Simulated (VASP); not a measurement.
# W (Im-3m) in VASP: a series of runs, part 2 of 3

VASP 6.6.1.

**3. Relaxation of cell and atoms, LDA, target pressure 5 GPa, at which the enthalpy is minimised**

Input file INCAR:

```
PREC     = Accurate       # precision mode
ENCUT    = 500            # plane-wave cutoff, eV
EDIFF    = 1E-7           # SCF threshold, eV
ISMEAR   = -1             # smearing method
SIGMA    = 0.05           # smearing width, eV
LREAL    = False          # projectors in reciprocal space
LASPH    = True           # aspherical terms in the spheres
NELM     = 120            # most SCF steps
ALGO     = Normal         # electronic algorithm
ISIF     = 3              # what is computed and relaxed
LWAVE    = False          # write WAVECAR
LCHARG   = False          # write CHGCAR
GGA      = CA             # functional
IBRION   = 2              # ionic algorithm
NSW      = 80             # ionic steps
EDIFFG   = -0.02          # ionic threshold
PSTRESS  = 50.0         
GGA_COMPAT= False        
NELMIN   = 4
```

Input file KPOINTS:

```
Automatic mesh
0
Gamma
  10 10 10
```

Input file POSCAR:

```
W
1.0
   -1.5800000000      1.5800000000      1.5800000000
    1.5800000000     -1.5800000000      1.5800000000
    1.5800000000      1.5800000000     -1.5800000000
W
1
Direct
    0.0000000000      0.0000000000      0.0000000000
```

Potentials or basis: VASP PAW LDA potentials, release 64 (W_sv).

Run with:

```sh
cat potpaw_LDA.64/W_sv/POTCAR > POTCAR
mpirun -np 1 vasp_std > vasp.out
```

OUTCAR:

```text
PREC = Accurate
   ENCUT = 500
   EDIFF = 1E-7
   ISMEAR = -1
   LREAL = False
   LASPH = True
   NELM = 120
   ISIF = 3
   GGA = CA
   IBRION = 2
   NSW = 80
   EDIFFG = -0.02
   PSTRESS = 50.0
   NELMIN = 4

 ion  position               nearest neighbor table
   1  0.000  0.000  0.000-

  LATTYP: Found a body centered cubic cell.
 ALAT       =     3.1600000000

  Lattice vectors:

 A1 = (  -1.5800000000,   1.5800000000,   1.5800000000)
 A2 = (   1.5800000000,  -1.5800000000,   1.5800000000)
 A3 = (   1.5800000000,   1.5800000000,  -1.5800000000)

Analysis of symmetry for initial positions (statically):
=====================================================================
 Subroutine PRICEL returns:
 Original cell was already a primitive cell.

 Routine SETGRP: Setting up the symmetry group for a
 body centered cubic supercell.

 Subroutine GETGRP returns: Found 48 space group operations
 (whereof 48 operations were pure point group operations)
 out of a pool of 48 trial point group operations.

The static configuration has the point symmetry O_h .

Analysis of symmetry for dynamics (positions and initial velocities):
=====================================================================
 Subroutine PRICEL returns:
 Original cell was already a primitive cell.

 Routine SETGRP: Setting up the symmetry group for a
 body centered cubic supercell.

 Subroutine GETGRP returns: Found 48 space group operations
 (whereof 48 operations were pure point group operations)
 out of a pool of 48 trial point group operations.

The dynamic configuration has the point symmetry O_h .

 Subroutine INISYM returns: Found 48 space group operations
 (whereof 48 operations are pure point group operations),
 and found     1 'primitive' translations

----------------------------------------------------------------------------------------

                                     Primitive cell

  volume of cell :      15.7772

  direct lattice vectors                    reciprocal lattice vectors
    -1.580000000  1.580000000  1.580000000     0.000000000  0.316455696  0.316455696
     1.580000000 -1.580000000  1.580000000     0.316455696  0.000000000  0.316455696
     1.580000000  1.580000000 -1.580000000     0.316455696  0.316455696  0.000000000

  length of vectors
     2.736640276  2.736640276  2.736640276     0.447535937  0.447535937  0.447535937

  position of ions in fractional coordinates (direct lattice)
     0.000000000  0.000000000  0.000000000

  ion indices of the primitive-cell ions
   primitive index   ion index
                 1           1

----------------------------------------------------------------------------------------

 KPOINTS: Automatic mesh

Automatic generation of k-mesh.
 Grid dimensions read from file:
 generate k-points for:   10   10   10

 Generating k-lattice:

  Cartesian coordinates                     Fractional coordinates (reciprocal lattice)
     0.000000000  0.031645570  0.031645570     0.100000000  0.000000000  0.000000000
[... 44 lines left out ...]
   dimension x,y,z NGX =    20 NGY =   20 NGZ =   20
   dimension x,y,z NGXF=    40 NGYF=   40 NGZF=   40
   ions per type =               1
   NGX,Y,Z   is equivalent  to a cutoff of  12.15, 12.15, 12.15 a.u.
   NGXF,Y,Z  is equivalent  to a cutoff of  24.30, 24.30, 24.30 a.u.
 SYSTEM =  unknown system
   PREC   = accura    normal or accurate (medium, high low for compatibility)
   ISTART =      0    job   : 0-new  1-cont  2-samecut
   ICHARG =      2    charge: 1-file 2-atom 10-const
   ISPIN  =      1    spin polarized calculation?
   LNONCOLLINEAR =      F non collinear calculations
   LSORBIT =      F    spin-orbit coupling
   LASPH  =      T    aspherical Exc in radial PAW
   ENCUT  =  500.0 eV  36.75 Ry    6.06 a.u.   4.99  4.99  4.99*2*pi/ulx,y,z
   NELM   =    120;   NELMIN=  4; NELMDL= -5     # of ELM steps
   EDIFF  = 0.1E-06   stopping-criterion for ELM
   LREAL  =      F    real-space projection
   EDIFFG = -.2E-01   stopping-criterion for IOM
   NSW    =     80    number of steps for IOM
   IBRION =      2    ionic relax: 0-MD 1-quasi-New 2-CG
   NFREE  =      1    steps in history (QN), initial steepest desc. (CG)
   ISIF   =      3    stress and relaxation
   ISYM   =      2    0-nonsym 1-usesym 2-fastsym
   POTIM  = 0.5000    time-step for ionic-motion
   TEBEG  =    0.0;   TEEND  =   0.0 temperature during run
   PSTRESS=   50.0 pullay stress
   NELECT =      14.0000    total number of electrons
   NUPDOWN=      -1.0000    fix difference up-down
   EMIN   =  10.00;   EMAX   =-10.00  energy-range for DOS
   EFERMI =   0.00;   METHOD = LEGACY
   ISMEAR =    -1;   SIGMA  =   0.05  broadening in eV -4-tet -1-fermi 0-gaus
   EFERMI_NEDOS =   21; number of points for ismear=-14 and -15
   IALGO  =     38    algorithm
   IMIX   =      4    mixing-type and parameters
     AMIX     =   0.40;   BMIX     =  1.00
     AMIX_MAG =   1.60;   BMIX_MAG =  1.00
  volume/ion in A,a.u.               =      15.78       106.47
  Fermi-wavevector in a.u.,A,eV,Ry     =   1.573163  2.972847 33.672273  2.474842
  Thomas-Fermi vector in A             =   2.674489
   LORBIT       =      0    0 simple, 1 ext, 2 COOP (PROOUT), +10 PAW based schemes
   GGA     = CA    functional components
   LHFCALC =     F    Hartree Fock is set to
   AEXX    =    0.0000 exact exchange contribution
   IVDW    =     0    specifies the selected vdW correction
   LEPSILON=     F    determine dielectric tensor
   LRPA    =     F    only Hartree local field effects (RPA)
 conjugate gradient relaxation of ions
 non-spin polarized calculation
  energy-cutoff  :      500.00
  volume of cell :       15.78
 maximum number of plane-waves:       418
   NGX =  9   NGY =  9   NGZ =  9

--------------------------------------- Ionic step        1  -------------------------------------------

 number of electron      14.0000004 magnetization

 Free energy of the ion-electron system (eV)
  ---------------------------------------------------
  ext. energy  EPLUGINS =         0.00000000
  ---------------------------------------------------
  free energy    TOTEN  =       -14.09382433 eV

  energy without entropy =      -14.08958710  energy(sigma->0) =      -14.09170572

------------------------ aborting loop because EDIFF is reached ----------------------------------------

  FORCE on cell =-STRESS in cart. coord.  units (eV):
  Direction    XX          YY          ZZ          XY          YZ          ZX
  --------------------------------------------------------------------------------------
  -------------------------------------------------------------------------------------
  Total       -0.5214537     -0.5214537     -0.5214537      0.0000000      0.0000000     -0.0000000
  in kB      -52.9535468    -52.9535468    -52.9535468      0.0000000      0.0000000     -0.0000000
  external PRESSURE =    -102.9535468 kB  Pullay stress =      50.0000000 kB
[... 98 lines left out ...]
--------------------------------------- Ionic step        4  -------------------------------------------

 number of electron      14.0000004 magnetization

 Free energy of the ion-electron system (eV)
  ---------------------------------------------------
  ext. energy  EPLUGINS =         0.00000000
  ---------------------------------------------------
  free energy    TOTEN  =       -14.09477116 eV

  energy without entropy =      -14.09077116  energy(sigma->0) =      -14.09277116

 E-fermi :  11.9383     XC(G=0): -14.0293

 val. band max:       11.8544479066   @ k =   0.5000   0.5000   0.2000
 cond. band min:      12.0173016328   @ k =  -0.2000   0.2000   0.1000
 fundamental gap:      0.1628537262
 Fermi energy:        11.9383026039

 k-point     1 :       0.0000    0.0000    0.0000
  band No.  band energies     occupation
      1     -61.8988      2.00000
      2     -25.6486      2.00000
      3     -25.6486      2.00000
      4     -25.6486      2.00000
      5       2.1019      2.00000
      6      10.4953      2.00000
      7      10.4953      2.00000
      8      10.4953      2.00000
      9      14.0954      0.00000
     10      14.0954      0.00000
     11      26.4877      0.00000
[... 309 lines left out ...]
 k-point    24 :      -0.3000    0.3000    0.1000
  band No.  band energies     occupation
      1     -61.7810      2.00000
      2     -26.6159      2.00000
      3     -26.0156      2.00000
      4     -25.7665      2.00000
      5       5.5631      2.00000
      6       9.2468      2.00000
      7       9.6883      2.00000
      8      12.6303      0.00000
      9      14.3771      0.00000
     10      15.1721      0.00000
     11      25.9040      0.00000

 [... further k-points ...]

------------------------ aborting loop because EDIFF is reached ----------------------------------------

  FORCE on cell =-STRESS in cart. coord.  units (eV):
  Direction    XX          YY          ZZ          XY          YZ          ZX
  --------------------------------------------------------------------------------------
  -------------------------------------------------------------------------------------
  Total        0.4685854      0.4685854      0.4685854      0.0000000     -0.0000000      0.0000000
  in kB       49.0369764     49.0369764     49.0369764      0.0000000     -0.0000000      0.0000000
  external PRESSURE =      -0.9630236 kB  Pullay stress =      50.0000000 kB
[... 20 lines left out ...]
  energy  without entropy=      -14.0907711551  energy(sigma->0) =      -14.09277116

  enthalpy is  TOTEN    =       -13.6169833921 eV   P V=        0.4777877693

 reached required accuracy - stopping structural energy minimisation
```

Wall time 8.1 s (1 thread of Intel Xeon 6975P-C (Granite Rapids), shared host); peak memory 0.13 GiB.

What came out:

- Free energy: -14.0948 eV
- Relaxed volume: 15.31 Å³/atom
- Relaxed cell: a = 2.709 Å, b = 2.709 Å, c = 2.709 Å, α = 109.47°, β = 109.47°, γ = 109.47°
- Space group after relaxing (to 0.1 Å): Im-3m (No. 229)
- Energy change on relaxing (the run minimises the enthalpy): -0.9 meV/atom
- Ionic steps: 4
- Pressure after relaxing: 4.9 GPa
- Band gap on the k mesh: zero (bands 7 and 8 overlap by 6.72 eV)

Step by step:
```
step  energy change (eV)  largest force (eV/Å)  pressure (GPa)  volume (Å³)
   1              0.0000                0.0000           -5.30        15.78
   2              0.3228                0.0000           59.47        13.57
   3             -0.0017                0.0000            4.25        15.34
   4             -0.0009                0.0000            4.90        15.31
```

Final structure:
```yaml
crystal:
  lattice:
    - [-1.56425, 1.56425, 1.56425]
    - [1.56425, -1.56425, 1.56425]
    - [1.56425, 1.56425, -1.56425]
  atoms:
    - { symbol: W, position: [0.00000, 0.00000, 0.00000] }
```

Caveat: the cell is relaxed towards a set pressure, so the run minimises the enthalpy, not the energy; spin-orbit coupling is left out, which moves the levels of the heavy elements.

**4. Relaxation of cell and atoms, LDA, target pressure 10 GPa, at which the enthalpy is minimised**

Input file INCAR:

```
ALGO     = Normal         # electronic algorithm
EDIFF    = 1E-7           # SCF threshold, eV
EDIFFG   = -0.02          # ionic threshold
ENCUT    = 500            # plane-wave cutoff, eV
GGA      = CA             # functional
GGA_COMPAT= F            
IBRION   = 2              # ionic algorithm
ISIF     = 3              # what is computed and relaxed
ISMEAR   = -1             # smearing method
LASPH    = T              # aspherical terms in the spheres
LCHARG   = F              # write CHGCAR
LREAL    = F              # projectors in reciprocal space
LWAVE    = F              # write WAVECAR
NELM     = 120            # most SCF steps
NELMIN   = 4            
NSW      = 80             # ionic steps
PREC     = Accurate       # precision mode
PSTRESS  = 100.0        
SIGMA    = 0.05           # smearing width, eV
```

Input file KPOINTS:

```
k-points
0
Gamma
  10 10 10
```

POSCAR is that of step 3.

Run with:

```sh
cat potpaw_LDA.64/W_sv/POTCAR > POTCAR
mpirun -np 1 vasp_std > vasp.out
```

Run time: 9.7 s. Hardware: 1 thread of Intel Xeon 6975P-C (Granite Rapids), shared host; peak memory 0.13 GiB.

The run converged. Its results:

```
Free energy                                                : -14.0849 eV
Relaxed volume                                             : 15.10 Å³/atom
Relaxed cell                                               : a = 2.697 Å, b = 2.697 Å, c = 2.697 Å, α = 109.47°, β = 109.47°, γ = 109.47°
Space group after relaxing (to 0.1 Å)                      : Im-3m (No. 229)
Energy change on relaxing (the run minimises the enthalpy) : +8.9 meV/atom
Ionic steps                                                : 5
Pressure after relaxing                                    : 10.1 GPa
Band gap on the k mesh                                     : zero (bands 7 and 8 overlap by 6.85 eV)
```

Step by step:
```
step  energy change (eV)  largest force (eV/Å)  pressure (GPa)  volume (Å³)
   1              0.0000                0.0000           -5.30        15.78
   2              0.8278                0.0000          106.15        12.58
   3              0.0050                0.0000            8.38        15.17
   4              0.0081                0.0000            9.75        15.11
   5              0.0089                0.0000           10.08        15.10
```

Final structure:
```
W
1.0
    -1.55701    1.55701    1.55701
     1.55701   -1.55701    1.55701
     1.55701    1.55701   -1.55701
W
1
Direct
  0.00000 0.00000 0.00000
```

Levels at points of the mesh, in eV from the Fermi level:
| k point | band 4 | band 5 | band 6 | band 7 | band 8 | band 9 | band 10 | band 11 |
| --- | --- | --- | --- | --- | --- | --- | --- | --- |
| (0.00, 0.00, 0.00) | -37.54 | -9.91 | -1.47 | -1.47 | -1.47 | 2.19 | 2.19 | 14.58 |
| (0.50, 0.00, 0.00) | -37.56 | -6.69 | -3.94 | 0.93 | 2.13 | 3.15 | 6.46 | 11.59 |
| (0.50, 0.50, 0.50) | -38.61 | -6.36 | -6.36 | 5.38 | 5.38 | 5.38 | 8.66 | 8.66 |

Caveat: the cell is relaxed towards a set pressure, so the run minimises the enthalpy, not the energy; spin-orbit coupling is left out, which moves the levels of the heavy elements.

[end of part 2 of 3]
